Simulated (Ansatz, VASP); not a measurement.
C: VASP beside Ansatz

```
CELL_PARAMETERS angstrom
2.11304 -1.22004 0.00000
2.11304 1.22004 0.00000
-1.36981 0.00000 3.47932
ATOMIC_POSITIONS crystal
C 0.16664 0.16664 0.99991
C 0.83336 0.83336 0.00009
```

Alike in both runs: task single point; functional PBE0; k mesh 6 × 6 × 4; occupations fermi-dirac, width 0.05 eV; no spin polarisation.

```csv
,VASP,Ansatz
version,VASP 6.6.1,Ansatz 0.2.0
potentials or method,"VASP PAW PBE potentials, release 64 (C)",Ansatz PAW
plane-wave cutoff (eV),520,420
valence electrons in the cell,8,8
```

```tsv
	VASP	Ansatz	Ansatz less VASP
gap on the k mesh at the Fermi level (eV)	1.28	1.16	-0.117
least direct gap on the mesh (eV)	1.31	1.20	-0.116
pressure (GPa)	4.3	3.8	-0.53
traceless stress, the component that is largest in VASP (GPa)	-4.21	-3.46	+0.746
rms of the force components (eV/Å)	0.036	0.036	+0.0009
```

Atom by atom the forces differ by 0.001 eV/Å (rms over components).

The k mesh is coarse, so the values compare programs but aren't converged.
